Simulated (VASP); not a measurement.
Here is a VASP 6.6.1 calculation.

The input POSCAR:

```
LiH
1.0
    0.0000000000      1.9984726927      2.0692186260
    1.9984726927      0.0000000000      2.0692186260
    1.9984726927      1.9984726927      0.0000000000
Li H
1 1
Direct
    0.0000000000      0.0000000000      0.0000000000
    0.5000000000      0.5000000000      0.5000000000
```

The input INCAR.step1:

```
  PREC = Accurate
  ENCUT = 500
  EDIFF = 1E-8
  ISMEAR = 0
  SIGMA = 0.01
  LREAL = False
  LASPH = True
  NELM = 100
  ALGO = Normal
  LWAVE = True
  LCHARG = False
  GGA = PE
```

Contents of INCAR.step2:

```
  PREC = Accurate
  ENCUT = 500
  EDIFF = 1E-8
  ISMEAR = 0
  SIGMA = 0.01
  LREAL = False
  LASPH = True
  NELM = 1
  ALGO = Exact
  LWAVE = True
  LCHARG = False
  GGA = PE
  NBANDS = 69
  LOPTICS = True
  ISTART = 1
```

Contents of INCAR.step3:

```
  PREC = Accurate
  ENCUT = 500
  EDIFF = 1E-8
  ISMEAR = 0
  SIGMA = 0.01
  LREAL = False
  LASPH = True
  ALGO = EVGW0
  LWAVE = False
  LCHARG = False
  GGA = PE
  NELMGW = 1
  NBANDS = 69
  ENCUTGW = 150.0
  NOMEGA = 96
  PRECFOCK = Fast
  ISTART = 1
  NBANDSGW = 9
  OMEGAMAX = 20
```

Contents of KPOINTS:

```
Automatic mesh
0
Gamma
  6 6 6
```

Potentials or basis: VASP PAW PBE potentials, release 64 (Li_GW, H_GW).

Launch:

```bash
$ cat potpaw_PBE.64/Li_GW/POTCAR potpaw_PBE.64/H_GW/POTCAR > POTCAR
$ cp INCAR.step1 INCAR
$ mpirun -np 1 vasp_std > vasp.out
$ cp INCAR.step2 INCAR
$ mpirun -np 1 vasp_std > vasp.out
$ cp INCAR.step3 INCAR
$ mpirun -np 1 vasp_std > vasp.out
```

(1) What does it give for the quasiparticle gap?

(2) Predict the least direct quasiparticle gap.

(3) What does it give for the band gap of the starting levels on the mesh?

(4) Estimate the least direct gap of the starting levels on the mesh.

Results:

(1) 4.54 eV.

(2) 4.82 eV.

(3) 2.62 eV.

(4) 2.88 eV.

Caveat: the k points lie up to 0.45 Å⁻¹ apart; bands, screening cutoff and mesh are small and nothing is extrapolated, so the quasiparticle values aren't converged.
